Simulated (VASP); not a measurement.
Runs of VASP 6.6.1 on Ca3As. The structure is that of space group P6/mmm (No. 191), or close to it. The cells are those of the table. The cell was generated, and may not be a known phase.

| task | cell | k mesh | cutoff (eV) | gap on the mesh (eV) | pressure (GPa) |
| --- | --- | --- | --- | --- | --- |
| single point | a = 6.487, b = 6.487, c = 3.264 Å, angles 90.0, 90.0, 120.0°, 4 atoms | 12 × 12 × 14 | 520 | none | 0.0 |
| single point | a = 5.153, b = 5.153, c = 4.052 Å, angles 90.0, 90.0, 120.0°, 4 atoms | 6 × 6 × 4 | 520 | none | (a) |
| single point | a = 6.406, b = 6.406, c = 3.315 Å, angles 90.0, 90.0, 120.0°, 4 atoms | 6 × 6 × 4 | 520 | none | 0.0 |
| relaxation of cell and atoms | relaxed from a = 6.406, b = 6.406, c = 3.315 Å, angles 90.0, 90.0, 120.0°, 4 atoms | 3 × 3 × 6 | 600 | none | 0.0 |
| single point | a = 6.474, b = 6.474, c = 3.287 Å, angles 90.0, 90.0, 120.0°, 4 atoms | 3 × 3 × 6 | 520 | none | 0.2 |

Alike in all rows: level PBE; potentials or basis VASP PAW PBE potentials, release 64 (Ca_sv, As); no spin polarisation; smearing gaussian 0.1 eV.

**Question.** Fill in the values left out.

**Answer.** (a) 9.4.

Caveats: some runs use coarse meshes.

A k mesh can miss the band edges, and the runs leave out spin-orbit coupling on As.

A gap of «none» marks levels without a gap at the run's occupations.
